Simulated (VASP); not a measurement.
Wanted: the native input for a VASP 6.6.1 run.

```yaml
Task: single point
Functional: PBE
Potentials_or_basis: VASP PAW PBE potentials, release 64 (P)
Cutoff: 520 eV
k_mesh: 15 × 15 × 15
Occupations: fermi-dirac, width 0.05 eV
Spin: no spin polarisation
Dipole_correction: no
Further_INCAR_settings: ALGO = Normal; EDIFF = 1e-07; NBANDS = 8
```

The structure of P lies in POSCAR:

```
P
1.0
    2.4316398086      0.0000000000      0.0000000000
    0.0000000000      2.4316398086      0.0000000000
    0.0000000000      0.0000000000      2.4316398086
P
1
Direct
    0.0000000000      0.0000000000      0.0000000000
```

This isn't the form of P at room conditions, which is orthorhombic.

The input as run:

INCAR

```
SYSTEM = P
  ALGO = Normal
  EDIFF = 1E-7
  ENCUT = 520
  GGA = PE
  ISIF = 2
  ISMEAR = -1
  LASPH = .TRUE.
  LCHARG = .FALSE.
  LREAL = .FALSE.
  LWAVE = .FALSE.
  NBANDS = 8
  NELM = 60
  PREC = Accurate
  SIGMA = 0.05
```

KPOINTS

```
k-points
0
G
  15 15 15
  0 0 0
```

Potentials or basis: VASP PAW PBE potentials, release 64 (P).

The run is started by

```console
$ cat potpaw_PBE.64/P/POTCAR > POTCAR
$ mpirun -np 1 vasp_std > vasp.out
```

It gave:

```yaml
Pressure: 1.9 GPa
Band_gap_on_the_k_mesh: zero (an odd number of electrons rules out a gap without spin polarisation)
```

Wall time 11 s on 1 thread of Intel Xeon 8259CL (shared host), peak memory 0.12 GiB.
